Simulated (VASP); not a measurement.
Write the native input for VASP 6.6.1 that does the following.

```
Task                   : single point
Functional             : PBEsol
Potentials or basis    : VASP PAW PBE potentials, release 64 (Ta_pv)
Cutoff                 : 520 eV
k mesh                 : 20 × 20 × 20
Occupations            : gaussian, width 0.15 eV
Spin                   : no spin polarisation
Dipole correction      : no
Further INCAR settings : ALGO = Fast; EDIFF = 1e-06; NBANDS = 12
```

The structure of Ta lies in POSCAR:

```
Ta
1.0
   -1.6512800000      1.6512800000      1.6265108000
    1.6512800000     -1.6512800000      1.6265108000
    1.6512800000      1.6512800000     -1.6265108000
Ta
1
Direct
    0.0000000000      0.0000000000      0.0000000000
```

This cell differs from its parent crystal: strain +0.000 along x and y, -0.015 along z.

These files were run (other wordings do the same):

INCAR

```
SYSTEM = Ta
  ALGO = Fast
  EDIFF = 1E-6
  ENCUT = 520
  GGA = PS
  ISIF = 2
  ISMEAR = 0
  LASPH = .True.
  LCHARG = .True.
  LELF = .True.
  LREAL = .False.
  LVHAR = .True.
  LWAVE = .False.
  NBANDS = 12
  NELM = 80
  PREC = Accurate
  SIGMA = 0.15
```

KPOINTS

```
k-points
0
Gamma
  20 20 20
  0 0 0
```

Potentials or basis: VASP PAW PBE potentials, release 64 (Ta_pv).

Command:

```console
$ cat potpaw_PBE.64/Ta_pv/POTCAR > POTCAR
$ mpirun -np 1 vasp_std > vasp.out
```

Results of the run:

```yaml
Pressure: -0.5 GPa
```

Caveat: the cell differs from its parent crystal (strain +0.000 along x and y, -0.015 along z); the PAW data sets were made with another functional, which shifts forces and pressure a little.

It took 75 s on 1 thread of Intel Xeon 6975P-C, with other jobs on the host, peak memory 0.25 GiB.
